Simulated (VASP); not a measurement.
Li2S: single point with PBE

The system is Li2S.

```
Li S
1.0
     0.00000    2.84450    2.84450
     2.84450    0.00000    2.84450
     2.84450    2.84450    0.00000
Li S
2 1
Direct
  0.25000 0.25000 0.25000
  0.75000 0.75000 0.75000
  0.00000 0.00000 0.00000
```

```yaml
Program: VASP 6.6.1
Task: single point
Functional: PBE
Potentials_or_basis: VASP PAW PBE potentials, release 64 (Li_sv, S)
Cutoff: 750 eV
k_mesh: 6 × 6 × 6
Occupations: gaussian, width 0.01 eV
Spin: no spin polarisation
Dipole_correction: no
Further_INCAR_settings: ALGO = Normal; EDIFF = 1e-06; NBANDS = 13
```

* Pressure: 0.2 GPa
* Band gap on the k mesh: 3.39 eV, indirect (least direct gap 4.29 eV)

Levels at points of the mesh, in eV from the valence-band top:
```tsv
k point	band 4	band 5	band 6	band 7	band 8	band 9
(0.00, 0.00, 0.00)	0.00	0.00	0.00	4.29	6.23	6.23
(0.50, 0.00, 0.00)	-2.89	-0.51	-0.51	6.13	6.58	6.58
(0.50, 0.50, 0.00)	-2.18	-1.43	-1.43	3.39	7.10	11.13
```

Run time: 15 s on 1 thread of Intel(R) Xeon(R) Platinum 8375C CPU @ 2.90GHz (Ice Lake) (shared host), peak memory 0.19 GiB.

A k mesh can miss the band edges.
